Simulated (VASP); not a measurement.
Here is a VASP 6.6.1 calculation.

File POSCAR:

```
ZrB2
1.0
    3.1771289244      0.0000000000      0.0000000000
   -1.5885644622      2.7514743596      0.0000000000
    0.0000000000      0.0000000000      3.5512757176
Zr B
1 2
Direct
    0.0000000000      0.0000000000      0.0000000000
    0.3333333333      0.6666666667      0.5000000000
    0.6666666667      0.3333333333      0.5000000000
```

File INCAR.step1:

```
SYSTEM = ZrB2
PREC = Accurate ; ENCUT = 600
ISMEAR = 0 ; SIGMA = 0.05
LREAL = .FALSE. ; LASPH = .TRUE.
NELM = 60 ; GGA = PE
ALGO = Normal ; EDIFF = 1E-4
LWAVE = .TRUE. ; LCHARG = .FALSE.
```

Contents of INCAR.step2:

```
SYSTEM = ZrB2
PREC = Accurate ; ENCUT = 600
EDIFF = 1E-6 ; ISMEAR = 0
SIGMA = 0.05 ; LREAL = .FALSE.
LASPH = .TRUE. ; NELM = 60
ALGO = Normal ; ISIF = 4
LWAVE = .FALSE. ; LCHARG = .FALSE.
METAGGA = R2SCAN ; LMIXTAU = .TRUE.
IBRION = 2 ; NSW = 60
EDIFFG = -0.01 ; ISTART = 1
```

The input KPOINTS:

```
regular mesh
0
G
  8 8 8
  0 0 0
```

Potentials or basis: VASP PAW PBE potentials, release 64 (Zr_sv, B).

Launch:

```console
$ cat potpaw_PBE.64/Zr_sv/POTCAR potpaw_PBE.64/B/POTCAR > POTCAR
$ cp INCAR.step1 INCAR
$ mpirun -np 1 vasp_std > vasp.out
$ cp INCAR.step2 INCAR
$ mpirun -np 1 vasp_std > vasp.out
```

Question: What does it give for the band gap on the k mesh?

Answer: Zero (bands 9 and 10 overlap by 0.67 eV).

Final structure:
```xyz
3
Lattice="3.1759 0.0000 0.0000 -1.5880 2.7504 0.0000 0.0000 0.0000 3.5540" Properties=species:S:1:pos:R:3 pbc="T T T"
Zr    3.1759    0.0000    0.0000
B     0.0000    1.8336    1.7770
B     1.5880    0.9168    1.7770
```
